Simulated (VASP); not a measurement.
# AlN in VASP: further runs

Runs on AlN. Level: LDA. Tasks: electric field gradients.

Program: VASP 6.6.1. These are calculated values, not measurements. Logs are shortened: lines on timing, memory, paths and dates and some standing lists are left out, and cuts for length are marked.

**1. The cell of the first run**

It takes space group Fm-3m (No. 225, cubic). The conventional cell has a = 3.956 Å, b = 3.956 Å, c = 3.956 Å, α = 90.00°, β = 90.00°, γ = 90.00°. Al (site symmetry m-3m) has 6 N at 1.98 Å within 2.6 Å. Within 2.6 Å of N (site symmetry m-3m) lie 6 Al at 1.98 Å.

**2. Electric field gradients, LDA**

The input, INCAR:

```
PREC = Accurate
ENCUT = 520
EDIFF = 1E-8
ISMEAR = -1
SIGMA = 0.02
LREAL = F
LASPH = T
NELM = 60
ALGO = Normal
ISIF = 2
LWAVE = F
LCHARG = F
LEFG = T
NBANDS = 11
```

The input, KPOINTS:

```
regular mesh
0
Gamma
  10 10 10
```

The input, POSCAR:

```
AlN
1.0
    0.0000000000      1.9780000000      1.9780000000
    1.9780000000      0.0000000000      1.9780000000
    1.9780000000      1.9780000000      0.0000000000
Al N
1 1
Direct
    0.0000000000      0.0000000000      0.0000000000
    0.5000000000      0.5000000000      0.5000000000
```

Potentials or basis: VASP PAW LDA potentials, release 64 (Al, N).

Launch:

```console
> cat potpaw_LDA.64/Al/POTCAR potpaw_LDA.64/N/POTCAR > POTCAR
> mpirun -np 1 vasp_std > vasp.out
```

OUTCAR:

```text
PREC = Accurate
   ENCUT = 520
   EDIFF = 1E-8
   ISMEAR = -1
   LREAL = F
   LASPH = T
   NELM = 60
   ISIF = 2

 ion  position               nearest neighbor table
   1  0.000  0.000  0.000-   2 1.98   2 1.98   2 1.98   2 1.98   2 1.98   2 1.98
   2  0.500  0.500  0.500-   1 1.98   1 1.98   1 1.98   1 1.98   1 1.98   1 1.98

  LATTYP: Found a face centered cubic cell.
 ALAT       =     3.9560000000

  Lattice vectors:

 A1 = (   0.0000000000,   1.9780000000,   1.9780000000)
 A2 = (   1.9780000000,   0.0000000000,   1.9780000000)
 A3 = (   1.9780000000,   1.9780000000,   0.0000000000)

Analysis of symmetry for initial positions (statically):
=====================================================================
 Subroutine PRICEL returns:
 Original cell was already a primitive cell.

 Routine SETGRP: Setting up the symmetry group for a
 face centered cubic supercell.

 Subroutine GETGRP returns: Found 48 space group operations
 (whereof 48 operations were pure point group operations)
 out of a pool of 48 trial point group operations.

The static configuration has the point symmetry O_h .

Analysis of symmetry for dynamics (positions and initial velocities):
=====================================================================
 Subroutine PRICEL returns:
 Original cell was already a primitive cell.

 Routine SETGRP: Setting up the symmetry group for a
 face centered cubic supercell.

 Subroutine GETGRP returns: Found 48 space group operations
 (whereof 48 operations were pure point group operations)
 out of a pool of 48 trial point group operations.

The dynamic configuration has the point symmetry O_h .

 Subroutine INISYM returns: Found 48 space group operations
 (whereof 48 operations are pure point group operations),
 and found     1 'primitive' translations

----------------------------------------------------------------------------------------

                                     Primitive cell

  volume of cell :      15.4778

  direct lattice vectors                    reciprocal lattice vectors
     0.000000000  1.978000000  1.978000000    -0.252780586  0.252780586  0.252780586
     1.978000000  0.000000000  1.978000000     0.252780586 -0.252780586  0.252780586
     1.978000000  1.978000000  0.000000000     0.252780586  0.252780586 -0.252780586

  length of vectors
[... 125 lines left out ...]
  ---------------------------------------------------
  free energy    TOTEN  =       -16.20262001 eV

  energy without entropy =      -16.20262001  energy(sigma->0) =      -16.20262001

 E-fermi :  11.0645     XC(G=0): -12.8836

 val. band max:       10.5865331912   @ k =   0.0000   0.0000   0.0000
 cond. band min:      15.6555397257   @ k =   0.5000   0.5000   0.0000
 fundamental gap:      5.0690065345
 Fermi energy:        11.0645451524

 k-point     1 :       0.0000    0.0000    0.0000
  band No.  band energies     occupation
      1      -7.4337      2.00000
      2      10.5865      2.00000
      3      10.5865      2.00000
      4      10.5865      2.00000
      5      17.3375      0.00000
      6      22.8092      0.00000
      7      22.8092      0.00000
      8      22.8092      0.00000
      9      28.2158      0.00000
     10      28.6986      0.00000
     11      28.6986      0.00000
[... 309 lines left out ...]
 k-point    24 :       0.4000    0.3000    0.0000
  band No.  band energies     occupation
      1      -4.1468      2.00000
      2       4.4901      2.00000
      3       7.5844      2.00000
      4       8.1409      2.00000
      5      16.9012      0.00000
      6      17.7400      0.00000
      7      23.4516      0.00000
      8      26.7985      0.00000
      9      27.6365      0.00000
     10      32.9517      0.00000
     11      36.0449      0.00000

 [... further k-points ...]
[... 5 lines left out ...]
  --------------------------------------------------------------------------------------
  -------------------------------------------------------------------------------------
  Total        1.2784796      1.2784796      1.2784796      0.0000000      0.0000000      0.0000000
  in kB      132.3413360    132.3413360    132.3413360      0.0000000      0.0000000      0.0000000
  external PRESSURE =     132.3413360 kB  Pullay stress =       0.0000000 kB

 VOLUME and BASIS-vectors are now :
 -----------------------------------------------------------------------------
  energy-cutoff  :      520.00
  volume of cell :       15.48
      direct lattice vectors                 reciprocal lattice vectors
     0.000000000  1.978000000  1.978000000    -0.252780586  0.252780586  0.252780586
     1.978000000  0.000000000  1.978000000     0.252780586 -0.252780586  0.252780586
     1.978000000  1.978000000  0.000000000     0.252780586  0.252780586 -0.252780586

 POSITION                                       TOTAL-FORCE (eV/Angst)
 -----------------------------------------------------------------------------------
      0.00000      0.00000      0.00000        -0.000000     -0.000000     -0.000000
      1.97800      1.97800      1.97800         0.000000      0.000000      0.000000
 -----------------------------------------------------------------------------------
    total drift:                               -0.000000     -0.000000      0.000000

  FREE ENERGIE OF THE ION-ELECTRON SYSTEM (eV)
  ---------------------------------------------------
  free  energy   TOTEN  =       -16.2026200129 eV

  energy  without entropy=      -16.2026200129  energy(sigma->0) =      -16.20262001

 Electric field gradients (V/A^2)
---------------------------------------------------------------------
 ion       V_xx      V_yy      V_zz      V_xy      V_xz      V_yz
---------------------------------------------------------------------
   1      -0.000    -0.000    -0.000     0.000     0.000     0.000
   2      -0.000    -0.000     0.000     0.000     0.000     0.000
---------------------------------------------------------------------

 Electric field gradients after diagonalization (V/A^2)
 (convention: |V_zz| > |V_xx| > |V_yy|)
----------------------------------------------------------------------
 ion       V_xx      V_yy      V_zz     asymmetry (V_yy - V_xx)/ V_zz
----------------------------------------------------------------------
   1      -0.000    -0.000     0.000       0.000
   2      -0.000    -0.000     0.000       0.000
----------------------------------------------------------------------

           NMR quadrupolar parameters

 Cq : quadrupolar parameter    Cq=e*Q*V_zz/h
 eta: asymmetry parameters     (V_yy - V_xx)/ V_zz
 Q  : nuclear electric quadrupole moment in mb (millibarn)
----------------------------------------------------------------------
 ion       Cq(MHz)       eta       Q (mb)
----------------------------------------------------------------------
   1       0.000       0.000       1.000
   2       0.000       0.000       1.000
----------------------------------------------------------------------
```

stdout:

```text
POSCAR found type information on POSCAR AlN
 POSCAR found :  2 types and       2 ions
 scaLAPACK will be used
 LDA part: xc-table for (Slater(with rela. corr.)+CA(PZ))
 , standard interpolation
 POSCAR, INCAR and KPOINTS ok, starting setup
 FFT: planning ... GRIDC
 FFT: planning ... GRID_SOFT
 FFT: planning ... GRID
 WAVECAR not read
 entering main loop
ion   1

ion   2
```

It took 8.2 s on 1 thread of Intel Xeon 6975P-C, shared host; peak memory 0.12 GiB.

What came out:

```yaml
Free_energy: -16.2026 eV
Pressure: 13.2 GPa
Band_gap_on_the_k_mesh: 5.07 eV, indirect (least direct gap 6.75 eV)
```

Caveat: without QUAD_EFG the Cq values of the log hold for a quadrupole moment of 1 mb, not for the nuclei. A k mesh can miss the band edges.

**3. Electric field gradients, LDA (zz strain of +3 %)**

The input, INCAR:

```
SYSTEM = AlN
ALGO = Normal
EDIFF = 1E-8
ENCUT = 520
GGA = CA
ISIF = 2
ISMEAR = -1
LASPH = .TRUE.
LCHARG = .FALSE.
LEFG = .TRUE.
LREAL = .FALSE.
LWAVE = .FALSE.
NBANDS = 11
NELM = 60
PREC = Accurate
SIGMA = 0.02
```

The input, KPOINTS:

```
k-points
0
G
  10 10 10
  0 0 0
```

The input, POSCAR:

```
AlN
1.0
    0.0000000000      1.9780000000      2.0373400000
    1.9780000000      0.0000000000      2.0373400000
    1.9780000000      1.9780000000      0.0000000000
Al N
1 1
Direct
    0.0000000000      0.0000000000      0.0000000000
    0.5000000000      0.5000000000      0.5000000000
```

Potentials or basis: VASP PAW LDA potentials, release 64 (Al, N).

Launch:

```console
> cat potpaw_LDA.64/Al/POTCAR potpaw_LDA.64/N/POTCAR > POTCAR
> mpirun -np 1 vasp_std > vasp.out
```

OUTCAR:

```text
SYSTEM = AlN
   EDIFF = 1E-8
   ENCUT = 520
   GGA = CA
   ISIF = 2
   ISMEAR = -1
   LASPH = .TRUE.
   LREAL = .FALSE.
   NELM = 60
   PREC = Accurate

 ion  position               nearest neighbor table
   1  0.000  0.000  0.000-   2 1.98   2 1.98   2 1.98   2 1.98   2 2.04   2 2.04
   2  0.500  0.500  0.500-   1 1.98   1 1.98   1 1.98   1 1.98   1 2.04   1 2.04

  LATTYP: Found a body centered tetragonal cell.
 ALAT       =     2.7973144264
 C/A-ratio  =     1.4566399692

  Lattice vectors:

 A1 = (  -1.9780000000,   0.0000000000,   2.0373400000)
 A2 = (   1.9780000000,   0.0000000000,   2.0373400000)
 A3 = (   0.0000000000,   1.9780000000,  -2.0373400000)

Analysis of symmetry for initial positions (statically):
=====================================================================
 Subroutine PRICEL returns:
 Original cell was already a primitive cell.

 Routine SETGRP: Setting up the symmetry group for a
 body centered tetragonal supercell.

 Subroutine GETGRP returns: Found 16 space group operations
 (whereof 16 operations were pure point group operations)
 out of a pool of 16 trial point group operations.

The static configuration has the point symmetry D_4h.

Analysis of symmetry for dynamics (positions and initial velocities):
=====================================================================
 Subroutine PRICEL returns:
 Original cell was already a primitive cell.

 Routine SETGRP: Setting up the symmetry group for a
 body centered tetragonal supercell.

 Subroutine GETGRP returns: Found 16 space group operations
 (whereof 16 operations were pure point group operations)
 out of a pool of 16 trial point group operations.

The dynamic configuration has the point symmetry D_4h.
[... 164 lines left out ...]
      9      27.6088      0.00000
     10      27.6536      0.00000
     11      28.5802      0.00000
[... 309 lines left out ...]
 k-point    24 :       0.4000    0.3000    0.0000
  band No.  band energies     occupation
      1      -4.4883      2.00000
      2       4.1818      2.00000
      3       7.3225      2.00000
      4       7.9276      2.00000
      5      16.5431      0.00000
      6      17.2903      0.00000
      7      22.4990      0.00000
      8      26.2668      0.00000
      9      27.0007      0.00000
     10      32.3891      0.00000
     11      35.0534      0.00000

 [... further k-points ...]
[... 5 lines left out ...]
  --------------------------------------------------------------------------------------
  -------------------------------------------------------------------------------------
  Total        0.7676770      0.7676770     -0.1891141      0.0000000     -0.0000000      0.0000000
  in kB       77.1512606     77.1512606    -19.0059015      0.0000000     -0.0000000      0.0000000
  external PRESSURE =      45.0988732 kB  Pullay stress =       0.0000000 kB

 VOLUME and BASIS-vectors are now :
 -----------------------------------------------------------------------------
  energy-cutoff  :      520.00
  volume of cell :       15.94
      direct lattice vectors                 reciprocal lattice vectors
     0.000000000  1.978000000  2.037340000    -0.252780586  0.252780586  0.245418045
     1.978000000  0.000000000  2.037340000     0.252780586 -0.252780586  0.245418045
     1.978000000  1.978000000  0.000000000     0.252780586  0.252780586 -0.245418045

 POSITION                                       TOTAL-FORCE (eV/Angst)
 -----------------------------------------------------------------------------------
      0.00000      0.00000      0.00000         0.000000      0.000000     -0.000000
      1.97800      1.97800      2.03734         0.000000      0.000000      0.000000
 -----------------------------------------------------------------------------------
    total drift:                               -0.000000     -0.000000      0.000000

  FREE ENERGIE OF THE ION-ELECTRON SYSTEM (eV)
  ---------------------------------------------------
  free  energy   TOTEN  =       -16.2181533233 eV

  energy  without entropy=      -16.2181533233  energy(sigma->0) =      -16.21815332

 Electric field gradients (V/A^2)
---------------------------------------------------------------------
 ion       V_xx      V_yy      V_zz      V_xy      V_xz      V_yz
---------------------------------------------------------------------
   1      -5.815    -5.815    11.629     0.000     0.000     0.000
   2      -1.965    -1.965     3.931     0.000     0.000     0.000
---------------------------------------------------------------------

 Electric field gradients after diagonalization (V/A^2)
 (convention: |V_zz| > |V_xx| > |V_yy|)
----------------------------------------------------------------------
 ion       V_xx      V_yy      V_zz     asymmetry (V_yy - V_xx)/ V_zz
----------------------------------------------------------------------
   1      -5.815    -5.815    11.629       0.000
   2      -1.966    -1.965     3.931       0.000
----------------------------------------------------------------------

           NMR quadrupolar parameters

 Cq : quadrupolar parameter    Cq=e*Q*V_zz/h
 eta: asymmetry parameters     (V_yy - V_xx)/ V_zz
 Q  : nuclear electric quadrupole moment in mb (millibarn)
----------------------------------------------------------------------
 ion       Cq(MHz)       eta       Q (mb)
----------------------------------------------------------------------
   1       0.028       0.000       1.000
   2       0.010       0.000       1.000
----------------------------------------------------------------------
```

Run time: 16 s. Hardware: 1 thread of Intel Xeon 8259CL, shared host; peak memory 0.13 GiB.

What came out:

```yaml
Free_energy: -16.2182 eV
Pressure: 4.5 GPa
Band_gap_on_the_k_mesh: 4.59 eV, indirect (least direct gap 6.15 eV)
```

Levels at points of the mesh, in eV from the valence-band top:
```
           k point  band 1  band 2  band 3  band 4  band 5  band 6  band 7  band 8  band 9
(0.00, 0.00, 0.00)  -17.87   -0.20   -0.20    0.00    6.15   11.74   12.15   12.15   17.29
(0.50, 0.00, 0.00)  -14.39   -8.71   -1.35   -1.22    6.19   10.68   11.32   13.51   16.15
(0.50, 0.50, 0.00)  -13.51   -7.88   -2.89   -2.89    4.90    5.19   13.94   17.64   17.64
(0.50, 0.00, 0.50)  -13.24   -7.74   -3.30   -2.92    4.59    4.91   14.32   16.81   17.83
```

Electric field gradients, principal values (V/Å²):
```
atom   least  middle  greatest (by size)
1 Al  -5.815  -5.815              11.629
 2 N  -1.965  -1.966               3.931
```

Caveat: the cell differs from its parent crystal (zz strain of +3 %); without QUAD_EFG the Cq values of the log hold for a quadrupole moment of 1 mb, not for the nuclei.

(Continued in part 2 of 2.)
